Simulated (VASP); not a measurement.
Runs of VASP 6.6.1 on Ag. The structure is that of space group Im-3m (No. 229), or close to it. The cells are those of the table. 

```tsv
task	spin	cell	k mesh	cutoff (eV)	gap on the mesh (eV)	pressure (GPa)
single point	off	a = 2.756 Å, angles 109.5°, 1 atom	16 × 16 × 16	520	none	0.1
single point	off	a = 2.862 Å, angles 109.5°, 1 atom	16 × 16 × 16	520	none	-10.9
single point	off	a = 2.828 Å, angles 109.5°, 1 atom	16 × 16 × 16	520	none	-8.2
single point	off	a = 2.792 Å, angles 109.5°, 1 atom	16 × 16 × 16	520	none	(a)
single point	off	a = 2.719 Å, angles 109.5°, 1 atom	16 × 16 × 16	520	none	6.3
single point	off	a = 2.756 Å, angles 109.5°, 1 atom	23 × 23 × 23	520	none	0.1
single point	off	a = 2.641 Å, angles 109.5°, 1 atom	16 × 16 × 16	520	none	(b)
single point	off	a = 2.756 Å, angles 109.5°, 1 atom	14 × 14 × 14	520	none	0.1
single point	off	a = 2.681 Å, angles 109.5°, 1 atom	16 × 16 × 16	520	none	14.3
single point	non-collinear, zero start, SOC	a = 2.756 Å, angles 109.5°, 1 atom	14 × 14 × 14	520	-	0.0
relaxation of cell and atoms	off	relaxed from a = 2.809 Å, angles 109.5°, 1 atom	14 × 14 × 14	600	none	0.0
```

Alike in all rows: level LDA; potentials or basis VASP PAW LDA potentials, release 64 (Ag); smearing fermi-dirac 0.1 eV.

Question: Estimate the missing entries.

Answer: (a) -4.6; (b) 24.8.

A k mesh can miss the band edges, and rows without SOC leave out spin-orbit coupling on Ag.

A gap of «none» marks levels without a gap at the run's occupations.
